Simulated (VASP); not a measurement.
# AlN (P6_3mc) in VASP: settings compared

AlN is run at these levels: r2SCAN, PBEsol, LDA; tasks: single point, relaxation of cell and atoms.

Everything below comes from runs of VASP 6.6.1. Logs are shortened: lines on timing, memory, paths and dates and some standing lists are left out, and cuts for length are marked.

**Measured values to compare with.**

“Self-assembly of well-separated AlN nanowires directly on sputtered metallic TiN films”, 2019, arxiv:1910.07391 quotes, for a bulk crystal of AlN at 10 K: band gap 6.034 eV (an exciton energy, a little under the gap).

The results are compared with them further down.

## (1) The cell of the first run

The structure is hexagonal, space group P6_3mc (No. 186). Conventional cell: a = 3.107 Å, b = 3.107 Å, c = 4.979 Å, α = 90.00°, β = 90.00°, γ = 120.00°. Al (site symmetry 3m) has 4 N at 1.89 to 1.90 Å within 2.5 Å. N (site symmetry 3m) has 4 Al at 1.89 to 1.90 Å within 2.5 Å.

## (2) Single point, r2SCAN

POSCAR reads:

```
AlN
1.0
    3.1066945332      0.0000000000      0.0000000000
   -1.5533472666      2.6904763876      0.0000000000
    0.0000000000      0.0000000000      4.9785887007
Al N
2 2
Direct
    0.3333333333      0.6666666667     -0.0007956004
    0.6666666667      0.3333333333      0.4992043996
    0.3333333333      0.6666666667      0.3807956004
    0.6666666667      0.3333333333      0.8807956004
```

INCAR.step1 reads:

```
ALGO = Normal
EDIFF = 1E-4
ENCUT = 520
GGA = PE
ISMEAR = 0
LASPH = T
LCHARG = F
LREAL = F
LWAVE = T
NBANDS = 16
NELM = 100
PREC = Accurate
SIGMA = 0.01
```

INCAR.step2 reads:

```
ALGO = Normal
EDIFF = 1E-7
ENCUT = 520
ISIF = 2
ISMEAR = 0
ISTART = 1
LASPH = T
LCHARG = F
LMIXTAU = T
LREAL = F
LWAVE = F
METAGGA = R2SCAN
NBANDS = 16
NELM = 100
PREC = Accurate
SIGMA = 0.01
```

KPOINTS reads:

```
k-points
0
Gamma
  12 12 6
```

Potentials or basis: VASP PAW PBE potentials, release 64 (Al, N).

The run is started by

```
$ cat potpaw_PBE.64/Al/POTCAR potpaw_PBE.64/N/POTCAR > POTCAR
$ cp INCAR.step1 INCAR
$ mpirun -np 1 vasp_std > vasp.out
$ cp INCAR.step2 INCAR
$ mpirun -np 1 vasp_std > vasp.out
```

OUTCAR:

```text
EDIFF = 1E-7
   ENCUT = 520
   ISIF = 2
   ISMEAR = 0
   ISTART = 1
   LASPH = T
   LREAL = F
   METAGGA = R2SCAN
   NELM = 100
   PREC = Accurate

 ion  position               nearest neighbor table
   1  0.333  0.667  0.999-   4 1.89   4 1.89   4 1.89   3 1.90   2 3.07   2 3.07   2 3.07   2 3.07
                             2 3.07   2 3.07
   2  0.667  0.333  0.499-   3 1.89   3 1.89   3 1.89   4 1.90   1 3.07   1 3.07   1 3.07   1 3.07
                             1 3.07   1 3.07
   3  0.333  0.667  0.381-   2 1.89   2 1.89   2 1.89   1 1.90
   4  0.667  0.333  0.881-   1 1.89   1 1.89   1 1.89   2 1.90

  LATTYP: Found a hexagonal cell.
 ALAT       =     3.1066945332
 C/A-ratio  =     1.6025356363

  Lattice vectors:

 A1 = (   3.1066945332,   0.0000000000,   0.0000000000)
 A2 = (  -1.5533472666,   2.6904763876,   0.0000000000)
 A3 = (   0.0000000000,   0.0000000000,   4.9785887007)

Analysis of symmetry for initial positions (statically):
=====================================================================
 Subroutine PRICEL returns:
 Original cell was already a primitive cell.

 Routine SETGRP: Setting up the symmetry group for a
 hexagonal supercell.

 Subroutine GETGRP returns: Found 12 space group operations
 (whereof  6 operations were pure point group operations)
 out of a pool of 24 trial point group operations.

The static configuration has the point symmetry C_3v.
 The point group associated with its full space group is C_6v.

Analysis of symmetry for dynamics (positions and initial velocities):
=====================================================================
 Subroutine PRICEL returns:
 Original cell was already a primitive cell.

 Routine SETGRP: Setting up the symmetry group for a
 hexagonal supercell.

 Subroutine GETGRP returns: Found 12 space group operations
 (whereof  6 operations were pure point group operations)
 out of a pool of 24 trial point group operations.

The dynamic configuration has the point symmetry C_3v.
 The point group associated with its full space group is C_6v.

 Subroutine INISYM returns: Found 12 space group operations
 (whereof  6 operations are pure point group operations),
 and found     1 'primitive' translations

----------------------------------------------------------------------------------------

                                     Primitive cell

  volume of cell :      41.6135

  direct lattice vectors                    reciprocal lattice vectors
     3.106694533  0.000000000  0.000000000     0.321885525  0.185840694  0.000000000
    -1.553347267  2.690476388  0.000000000     0.000000000  0.371681389  0.000000000
     0.000000000  0.000000000  4.978588701     0.000000000  0.000000000  0.200860135

  length of vectors
     3.106694533  3.106694533  4.978588701     0.371681389  0.371681389  0.200860135

  position of ions in fractional coordinates (direct lattice)
     0.333333333  0.666666667  0.999204400
     0.666666667  0.333333333  0.499204400
     0.333333333  0.666666667  0.380795600
     0.666666667  0.333333333  0.880795600

  ion indices of the primitive-cell ions
   primitive index   ion index
                 1           1
                 2           2
                 3           3
                 4           4

----------------------------------------------------------------------------------------

 KPOINTS: k-points

Automatic generation of k-mesh.
 Grid dimensions read from file:
 generate k-points for:   12   12    6

 Generating k-lattice:

  Cartesian coordinates                     Fractional coordinates (reciprocal lattice)
     0.026823794  0.015486725  0.000000000     0.083333333 -0.000000000  0.000000000
     0.000000000  0.030973449  0.000000000     0.000000000  0.083333333  0.000000000
     0.000000000  0.000000000  0.033476689     0.000000000  0.000000000  0.166666667

  Length of vectors
     0.030973449  0.030973449  0.033476689

  Shift w.r.t. Gamma in fractional coordinates (k-lattice)
     0.000000000  0.000000000  0.000000000

 Subroutine IBZKPT returns following result:
 ===========================================

 Found     76 irreducible k-points:

 Following reciprocal coordinates:
            Coordinates               Weight
  0.000000  0.000000  0.000000      1.000000
  0.083333  0.000000  0.000000      6.000000
  0.166667  0.000000  0.000000      6.000000
  0.250000  0.000000  0.000000      6.000000
  0.333333  0.000000  0.000000      6.000000
  0.416667  0.000000  0.000000      6.000000
[... 16 lines left out ...]
  0.250000  0.000000  0.166667     12.000000
  0.333333  0.000000  0.166667     12.000000
 [... further k-points ...]
   k-points           NKPTS =     76   k-points in BZ     NKDIM =     76   number of bands    NBANDS=     16
   number of dos      NEDOS =    301   number of ions     NIONS =      4
   total plane-waves  NPLWV =  23040
   dimension x,y,z NGX =    24 NGY =   24 NGZ =   40
   dimension x,y,z NGXF=    48 NGYF=   48 NGZF=   80
   ions per type =               2   2
   NGX,Y,Z   is equivalent  to a cutoff of  12.84, 12.84, 13.36 a.u.
   NGXF,Y,Z  is equivalent  to a cutoff of  25.69, 25.69, 26.71 a.u.
 SYSTEM =  unknown system
   PREC   = accura    normal or accurate (medium, high low for compatibility)
   ISTART =      1    job   : 0-new  1-cont  2-samecut
   ICHARG =      0    charge: 1-file 2-atom 10-const
   ISPIN  =      1    spin polarized calculation?
   LNONCOLLINEAR =      F non collinear calculations
   LSORBIT =      F    spin-orbit coupling
   LASPH  =      T    aspherical Exc in radial PAW
   ENCUT  =  520.0 eV  38.22 Ry    6.18 a.u.   5.78  5.78  9.26*2*pi/ulx,y,z
   NELM   =    100;   NELMIN=  2; NELMDL=  0     # of ELM steps
   EDIFF  = 0.1E-06   stopping-criterion for ELM
   LREAL  =      F    real-space projection
   EDIFFG = 0.1E-05   stopping-criterion for IOM
   NSW    =      0    number of steps for IOM
   IBRION =     -1    ionic relax: 0-MD 1-quasi-New 2-CG
   NFREE  =      0    steps in history (QN), initial steepest desc. (CG)
   ISIF   =      2    stress and relaxation
   ISYM   =      2    0-nonsym 1-usesym 2-fastsym
   POTIM  = 0.5000    time-step for ionic-motion
   TEBEG  =    0.0;   TEEND  =   0.0 temperature during run
   PSTRESS=    0.0 pullay stress
   NELECT =      16.0000    total number of electrons
   NUPDOWN=      -1.0000    fix difference up-down
   EMIN   =  10.00;   EMAX   =-10.00  energy-range for DOS
   EFERMI =   0.00;   METHOD = LEGACY
   ISMEAR =     0;   SIGMA  =   0.01  broadening in eV -4-tet -1-fermi 0-gaus
   EFERMI_NEDOS =   21; number of points for ismear=-14 and -15
   IALGO  =     38    algorithm
   IMIX   =      4    mixing-type and parameters
     AMIX     =   0.40;   BMIX     =  1.00
     AMIX_MAG =   1.60;   BMIX_MAG =  1.00
  volume/ion in A,a.u.               =      10.40        70.21
  Fermi-wavevector in a.u.,A,eV,Ry     =   1.190429  2.249585 19.281104  1.417121
  Thomas-Fermi vector in A             =   2.326514
   LORBIT       =      0    0 simple, 1 ext, 2 COOP (PROOUT), +10 PAW based schemes
   METAGGA = R2SCAN    functional components
   LHFCALC =     F    Hartree Fock is set to
   AEXX    =    0.0000 exact exchange contribution
   IVDW    =     0    specifies the selected vdW correction
   LEPSILON=     F    determine dielectric tensor
   LRPA    =     F    only Hartree local field effects (RPA)
 non-spin polarized calculation
 Gauss-broadening in eV      SIGMA  =   0.01
  energy-cutoff  :      520.00
  volume of cell :       41.61
 maximum number of plane-waves:      1152
 NGX is ok and might be reduce to    24
   NGX = 11   NGY = 11   NGZ = 19

 number of electron      15.9999996 magnetization

 Free energy of the ion-electron system (eV)
  ---------------------------------------------------
  ext. energy  EPLUGINS =         0.00000000
  ---------------------------------------------------
  free energy    TOTEN  =       -38.45646271 eV

  energy without entropy =      -38.45646271  energy(sigma->0) =      -38.45646271

 E-fermi :   6.0394     XC(G=0): -11.4167

 val. band max:        5.9173967373   @ k =   0.0000   0.0000   0.0000
 cond. band min:      10.8380201362   @ k =   0.0000   0.0000   0.0000
 fundamental gap:      4.9206233989
 Fermi energy:         6.0394057961

 k-point     1 :       0.0000    0.0000    0.0000
  band No.  band energies     occupation
      1     -10.0626      2.00000
      2      -7.9408      2.00000
      3      -0.1517      2.00000
      4       5.0336      2.00000
      5       5.0336      2.00000
      6       5.6943      2.00000
[... 8 lines left out ...]
     15      20.0418      0.00000
     16      20.0418      0.00000

 k-point     2 :       0.0833    0.0000    0.0000
  band No.  band energies     occupation
      1      -9.9733      2.00000
      2      -7.8907      2.00000
      3      -0.0439      2.00000
      4       4.6239      2.00000
      5       4.9145      2.00000
      6       5.2905      2.00000
[... 8 lines left out ...]
     15      20.1021      0.00000
     16      20.1038      0.00000

 k-point     3 :       0.1667    0.0000    0.0000
  band No.  band energies     occupation
      1      -9.7139      2.00000
      2      -7.7544      2.00000
      3       0.2735      2.00000
      4       3.6154      2.00000
      5       4.4117      2.00000
      6       4.6345      2.00000
[... 8 lines left out ...]
     15      19.2988      0.00000
     16      19.5742      0.00000

 k-point     4 :       0.2500    0.0000    0.0000
  band No.  band energies     occupation
      1      -9.3116      2.00000
      2      -7.5749      2.00000
      3       0.7808      2.00000
      4       2.4283      2.00000
      5       3.4304      2.00000
      6       4.3125      2.00000
[... 8 lines left out ...]
     15      19.0722      0.00000
     16      20.1970      0.00000

 k-point     5 :       0.3333    0.0000    0.0000
  band No.  band energies     occupation
      1      -8.8218      2.00000
      2      -7.4263      2.00000
      3       1.3717      2.00000
      4       1.4368      2.00000
      5       2.5508      2.00000
      6       4.0323      2.00000
[... 8 lines left out ...]
     15      19.0598      0.00000
     16      21.4263      0.00000

 k-point     6 :       0.4167    0.0000    0.0000
  band No.  band energies     occupation
      1      -8.3493      2.00000
      2      -7.3886      2.00000
      3       0.6561      2.00000
      4       1.9174      2.00000
      5       2.1442      2.00000
      6       3.8458      2.00000
[... 8 lines left out ...]
     15      19.4992      0.00000
     16      22.3402      0.00000
[... 267 lines left out ...]
 k-point    21 :       0.0833    0.0000    0.1667
  band No.  band energies     occupation
      1      -9.8674      2.00000
      2      -8.0846      2.00000
      3       0.3106      2.00000
      4       4.6711      2.00000
      5       4.9620      2.00000
      6       4.9698      2.00000
[... 8 lines left out ...]
     15      19.6195      0.00000
     16      19.7451      0.00000

 k-point    22 :       0.1667    0.0000    0.1667
  band No.  band energies     occupation
      1      -9.6121      2.00000
      2      -7.9314      2.00000
      3       0.5725      2.00000
      4       3.6836      2.00000
      5       4.1768      2.00000
      6       4.6928      2.00000
[... 8 lines left out ...]
     15      19.4476      0.00000
     16      19.7795      0.00000

 k-point    23 :       0.2500    0.0000    0.1667
  band No.  band energies     occupation
      1      -9.2175      2.00000
      2      -7.7231      2.00000
      3       0.9235      2.00000
      4       2.5930      2.00000
      5       3.2495      2.00000
      6       4.3804      2.00000
[... 8 lines left out ...]
     15      19.3412      0.00000
     16      20.2730      0.00000

 k-point    24 :       0.3333    0.0000    0.1667
  band No.  band energies     occupation
      1      -8.7404      2.00000
      2      -7.5344      2.00000
      3       0.9527      2.00000
      4       1.9310      2.00000
      5       2.5409      2.00000
      6       4.1067      2.00000
[... 8 lines left out ...]
     15      19.4227      0.00000
     16      21.3270      0.00000

 [... further k-points ...]

------------------------ aborting loop because EDIFF is reached ----------------------------------------

  FORCE on cell =-STRESS in cart. coord.  units (eV):
  Direction    XX          YY          ZZ          XY          YZ          ZX
  --------------------------------------------------------------------------------------
  -------------------------------------------------------------------------------------
  Total       -0.1023159     -0.1023159     -0.0953843      0.0000000     -0.0000000     -0.0000000
  in kB       -3.9393074     -3.9393074     -3.6724310      0.0000000     -0.0000000     -0.0000000
  external PRESSURE =      -3.8503486 kB  Pullay stress =       0.0000000 kB

 VOLUME and BASIS-vectors are now :
 -----------------------------------------------------------------------------
  energy-cutoff  :      520.00
  volume of cell :       41.61
      direct lattice vectors                 reciprocal lattice vectors
     3.106694533  0.000000000  0.000000000     0.321885525  0.185840694  0.000000000
    -1.553347267  2.690476388  0.000000000     0.000000000  0.371681389  0.000000000
     0.000000000  0.000000000  4.978588701     0.000000000  0.000000000  0.200860135

 POSITION                                       TOTAL-FORCE (eV/Angst)
 -----------------------------------------------------------------------------------
     -0.00000      1.79365      4.97463         0.000000      0.000000     -0.003247
      1.55335      0.89683      2.48533        -0.000000     -0.000000     -0.003247
     -0.00000      1.79365      1.89582        -0.000000      0.000000      0.003247
      1.55335      0.89683      4.38512        -0.000000      0.000000      0.003247
 -----------------------------------------------------------------------------------
    total drift:                               -0.000000     -0.000000     -0.025623

  FREE ENERGIE OF THE ION-ELECTRON SYSTEM (eV)
  ---------------------------------------------------
  free  energy   TOTEN  =       -38.4564627138 eV

  energy  without entropy=      -38.4564627138  energy(sigma->0) =      -38.45646271
```

Wall time 4.1 min (1 thread of Intel Xeon 8259CL, shared host); peak memory 0.19 GiB.

Results:

* Free energy: -38.4565 eV
* Pressure: -0.4 GPa
* Largest force: 0.003 eV/Å
* Band gap on the k mesh: 4.92 eV

Forces on the atoms (eV/Å):
```
Al   0.000  0.000 -0.003
Al   0.000  0.000 -0.003
N    0.000  0.000  0.003
N    0.000  0.000  0.003
```

Caveat: the PAW data sets were made with another functional, which shifts forces and pressure a little.

## (3) Relaxation of cell and atoms, PBEsol

This run uses another cell than the first one, of 10.65 Å³/atom.

INCAR reads:

```
SYSTEM = AlN
ALGO     = Normal         ! electronic algorithm
EDIFF    = 1E-6           ! SCF threshold, eV
EDIFFG   = -0.005         ! ionic threshold
ENCUT    = 600            ! plane-wave cutoff, eV
GGA      = PS             ! functional
IBRION   = 2              ! ionic algorithm
ISIF     = 3              ! what is computed and relaxed
ISMEAR   = -1             ! smearing method
LASPH    = .True.         ! aspherical terms in the spheres
LCHARG   = .False.        ! write CHGCAR
LREAL    = .False.        ! projectors in reciprocal space
LWAVE    = .False.        ! write WAVECAR
NELM     = 100            ! most SCF steps
NSW      = 80             ! ionic steps
PREC     = Accurate       ! precision mode
SIGMA    = 0.02           ! smearing width, eV
```

KPOINTS reads:

```
k-points
0
Gamma
  12 12 6
  0 0 0
```

POSCAR reads:

```
AlN
1.0
    3.1302469296      0.0000000000      0.0000000000
   -1.5651234648      2.7108733611      0.0000000000
    0.0000000000      0.0000000000      5.0179926450
Al N
2 2
Direct
    0.3333333333      0.6666666667     -0.0007707944
    0.6666666667      0.3333333333      0.4992292056
    0.3333333333      0.6666666667      0.3807707944
    0.6666666667      0.3333333333      0.8807707944
```

Potentials or basis: VASP PAW PBE potentials, release 64 (Al, N).

The run is started by

```
$ cat potpaw_PBE.64/Al/POTCAR potpaw_PBE.64/N/POTCAR > POTCAR
$ mpirun -np 1 vasp_std > vasp.out
```

It took 3.2 min on 1 thread of Intel Xeon 8259CL, shared host; peak memory 0.2 GiB.

Results (log left out):

- Free energy: -31.3168 eV
- Relaxed volume: 10.45 Å³/atom
- Relaxed cell: a = 3.113 Å, b = 3.113 Å, c = 4.982 Å, α = 90.00°, β = 90.00°, γ = 120.00°
- Space group after relaxing (to 0.1 Å): P6_3mc (No. 186)
- Energy gained by relaxing: 2.2 meV/atom
- Ionic steps: 8
- Pressure after relaxing: 0.0 GPa
- Band gap on the k mesh: 4.12 eV

Step by step:
```tsv
step	energy change (eV)	largest force (eV/Å)	pressure (GPa)	volume (Å³)
1	0.0000	0.0024	-3.60	42.58
2	-0.0012	0.0166	3.48	41.12
3	-0.0086	0.0094	-0.02	41.82
4	-0.0086	0.0095	0.05	41.80
5	-0.0087	0.0094	0.06	41.80
6	-0.0087	0.0093	0.06	41.80
7	-0.0087	0.0066	-0.05	41.82
8	-0.0087	0.0002	-0.01	41.81
```

Final structure:
```
Al N
1.0
     3.11301    0.00000    0.00000
    -1.55650    2.69594    0.00000
     0.00000    0.00000    4.98216
Al N
2 2
Direct
  0.33333 0.66667 0.99900
  0.66667 0.33333 0.49900
  0.33333 0.66667 0.38100
  0.66667 0.33333 0.88100
```

Levels at points of the mesh, in eV from the valence-band top:
```
           k point  band 4  band 5  band 6  band 7  band 8  band 9  band 10  band 11  band 12
(0.00, 0.00, 0.00)   -0.88   -0.88   -0.22   -0.22    0.00    4.12     6.55    10.50    11.02
(0.50, 0.00, 0.00)   -4.20   -3.38   -2.12   -1.81   -0.70    5.67     5.67     8.08    10.16
(0.00, 0.00, 0.50)   -3.36   -0.56   -0.56   -0.56   -0.56    6.37     6.37    10.20    10.20
(0.50, 0.00, 0.50)   -5.66   -1.49   -1.49   -1.38   -1.38    5.17     5.17     9.12     9.12
```

Caveat: the PAW data sets were made with another functional, which shifts forces and pressure a little. A k mesh can miss the band edges.

[end of part 1 of 2]
